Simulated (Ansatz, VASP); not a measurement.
One calculation of S, two programs

File INCAR:

```
  PREC = Accurate
  ENCUT = 520
  EDIFF = 1E-7
  ISMEAR = 0
  SIGMA = 0.1
  LREAL = False
  LASPH = True
  NELM = 100
  ALGO = Normal
  ISIF = 2
  LWAVE = False
  LCHARG = True
  GGA = PE
  LELF = True
  LVHAR = True
  NBANDS = 20
```

The input KPOINTS:

```
Automatic mesh
0
Gamma
  8 8 12
```

File POSCAR:

```
S
1.0
    5.6780537900      0.0000000000      0.0000000000
    0.0000000000      5.6780537900      0.0000000000
    0.0000000000      0.0000000000      2.9496155800
S
4
Direct
    0.8833913800      0.8833913800      0.5000000000
    0.1166086200      0.1166086200      0.5000000000
    0.3833913800      0.6166086200      0.0000000000
    0.6166086200      0.4098088825      0.0000000000
```

Input for Ansatz:

```yaml
crystal:
  lattice:
    - [5.67805379, 0.0, 0.0]
    - [0.0, 5.67805379, 0.0]
    - [0.0, 0.0, 2.94961558]
  atoms:
    - { symbol: S, position: [0.88339138, 0.88339138, 0.5] }
    - { symbol: S, position: [0.11660862, 0.11660862, 0.5] }
    - { symbol: S, position: [0.38339138, 0.61660862, 0.0] }
    - { symbol: S, position: [0.61660862, 0.4098088825, 0.0] }
basis:
  ecutwfc: 420
kpoints:
  mp_grid: { grid: [8, 8, 12] }
hamiltonian:
  xc: pbe
scf:
  occupations: { method: gaussian, width: 0.1 }
output:
  forces: true
  stress: true
  eigenvalues: true
  populations: true
```

Change from the starting cell: one atom moved.

Alike in both runs: task single point; functional PBE; k mesh 8 × 8 × 12; occupations gaussian, width 0.1 eV; no spin polarisation.

|  | VASP | Ansatz |
| --- | --- | --- |
| version | VASP 6.6.1 | Ansatz 0.2.0 |
| potentials or method | VASP PAW PBE potentials, release 64 (S), cutoff 520 eV | scalar-relativistic, plane waves, PAW |
| valence electrons in the cell | 24 | 24 |

|  | VASP | Ansatz | Ansatz less VASP |
| --- | --- | --- | --- |
| gap on the k mesh at the Fermi level (eV) | none | none | - |
| pressure (GPa) | 6.2 | 7.0 | +0.80 |
| traceless stress, the component that is largest in VASP (GPa) | -6.01 | -6.25 | -0.236 |
| rms of the force components (eV/Å) | 1.966 | 2.168 | +0.2018 |

Atom by atom the forces differ by 0.218 eV/Å (rms over components). A gap of «none» marks a metal or a gap that the smearing closes. The functional is the same, so the differences come from potentials, cutoffs and numerics.
